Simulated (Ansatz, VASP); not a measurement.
# CrB2RuN in VASP and in Ansatz

```
CELL_PARAMETERS angstrom
3.91311 0.00000 0.00000
0.00000 3.91311 0.00000
0.00000 0.00000 3.52918
ATOMIC_POSITIONS crystal
Cr 0.00000 0.00000 0.00000
B 0.00000 0.50000 0.00000
B 0.50000 0.00000 0.00000
Ru 0.50000 0.50000 0.50000
N 0.00000 0.00000 0.50000
```

Change from the starting cell: species swapped into the CsPbI2Br type (P4/mmm, No. 123).

Alike in both runs: functional PBE; k mesh 4 × 4 × 6; occupations gaussian, width 0.1 eV; collinear spin.

Ansatz relaxed the structure, and its values are those at the end. VASP's run is a single point on that final structure, the one shown.

|  | VASP | Ansatz |
| --- | --- | --- |
| version | VASP 6.6.1 | Ansatz 0.2.0 |
| potentials or method | VASP PAW PBE potentials, release 64 (Cr_pv, B, Ru_pv, N), cutoff 520 eV | scalar-relativistic, plane waves, PAW |
| valence electrons in the cell | 37 | 41 |

```csv
,VASP,Ansatz,Ansatz less VASP
gap on the k mesh at the Fermi level (eV),none,none,-
pressure (GPa),-0.2,-0.1,+0.11
net moment per atom (μB),0.31,0.31,-0.001
size of the moment on the site where the two differ most (μB),0.53,0.39,-0.146
```

Site moments also hang on the region over which each program counts them. A gap of «none» marks a metal or a gap that the smearing closes. VASP's potentials hold 37 valence electrons a cell and Ansatz's 41, so a difference there can come from the potentials and not from the codes.

The k mesh is coarse, so the values compare programs but aren't converged.
